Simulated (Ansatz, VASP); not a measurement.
# Pt: VASP beside Ansatz

Contents of POSCAR:

```
Pt
1.0
    0.0000000000      1.9705765473      1.9705765473
    1.9705765473      0.0000000000      1.9705765473
    1.9705765473      1.9705765473      0.0000000000
Pt
1
Direct
    0.0000000000      0.0000000000      0.0000000000
```

The input INCAR.step1:

```
PREC = Accurate
ENCUT = 520
ISMEAR = -1
SIGMA = 0.03
LREAL = False
LASPH = True
NELM = 100
NBANDS = 11
GGA = PE
ALGO = Normal
EDIFF = 1E-4
LWAVE = True
LCHARG = False
```

INCAR.step2

```
PREC = Accurate
ENCUT = 520
EDIFF = 1E-7
ISMEAR = -1
SIGMA = 0.03
LREAL = False
LASPH = True
NELM = 100
ALGO = Normal
ISIF = 2
LWAVE = False
LCHARG = True
METAGGA = R2SCAN
LMIXTAU = True
LELF = True
LVHAR = True
NBANDS = 11
ISTART = 1
```

File KPOINTS:

```
regular mesh
0
Gamma
  14 14 14
```

Input for Ansatz:

```yaml
crystal:
  lattice:
    - [0.0, 1.9705765473, 1.9705765473]
    - [1.9705765473, 0.0, 1.9705765473]
    - [1.9705765473, 1.9705765473, 0.0]
  atoms:
    - { symbol: Pt, position: [0.0, 0.0, 0.0] }
hamiltonian:
  xc: r2scan
  pseudopotentials:
    kind: paw
    azcp:
      Pt: "pseudopotentials/Pt.paw.azcp"
basis:
  ecutwfc: 500
  fft_grid_basis: typed
kpoints:
  mp_grid: { grid: [14, 14, 14], shift: [0, 0, 0] }
magnetization:
  spin_polarized: false
scf:
  occupations: { method: fermi_dirac, width: 0.03 }
  lower_state_search: "off"
output:
  stress: true
```

Alike in both runs: task single point; functional r2SCAN; k mesh 14 × 14 × 14; occupations fermi-dirac, width 0.03 eV; no spin polarisation.

|  | VASP | Ansatz |
| --- | --- | --- |
| version | VASP 6.6.1 | Ansatz 0.2.0 |
| potentials or method | VASP PAW PBE potentials, release 64 (Pt), cutoff 520 eV | plane waves (500 eV) with PAW, scalar-relativistic |
| valence electrons in the cell | 10 | 18 |

Ansatz gave:

* pressure (GPa): -0.4

Question: Estimate VASP's values.

Answer: Pressure (GPa): 0.3.

VASP's potentials were made for PBE, not for r2SCAN. VASP's potentials hold 10 valence electrons a cell and Ansatz's 18, so a difference there can come from the potentials and not from the codes.

Neither program's run includes spin-orbit coupling.
